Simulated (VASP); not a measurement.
## Al2Ru: single point with LDA

Crystal: Al2Ru.

```
Al Ru
1.0
    -1.54946    1.54946    4.17531
     1.54946   -1.54946    4.17531
     1.54946    1.54946   -4.17531
Al Ru
2 1
Cartesian
  0.0000 0.0000 5.5038
  0.0000 0.0000 2.8468
  0.0000 0.0000 0.0000
```

```
Program                : VASP 6.6.1
Task                   : single point
Functional             : LDA
Potentials or basis    : VASP PAW LDA potentials, release 64 (Al, Ru_pv)
Cutoff                 : 520 eV
k mesh                 : 20 × 20 × 20
Occupations            : gaussian, width 0.15 eV
Spin                   : collinear spin, ferromagnetic start
Starting moments       : [0.0, 0.0, 1.125] μB
Fixed moment           : 1.125 μB
Dipole correction      : no
Further INCAR settings : ALGO = Normal; EDIFF = 1e-06; NBANDS = 21
```

The pressure is 4.5 GPa, the largest force is 0.212 eV/Å and the net moment is 1.12 μB per cell. The site moments are Al +0.05; Ru +0.70 μB and the valence electrons inside the program's atomic spheres are Al 0.84; Ru 12.87.

Forces on the atoms (eV/Å):
```
Al   0.000  0.000 -0.212
Al   0.000  0.000  0.212
Ru   0.000  0.000  0.000
```

Stress tensor (GPa, compression positive):
```
6.44 0.00 0.00
0.00 6.44 0.00
0.00 0.00 0.62
```

Run time: 4.9 min on 4 MPI ranks on Intel(R) Xeon(R) Platinum 8259CL CPU @ 2.50GHz (Skylake/Cascade Lake), on a shared host, peak memory 0.79 GiB a rank.

Caveat: the cell stands under pressure; the total moment is fixed, so each spin has its own Fermi level.
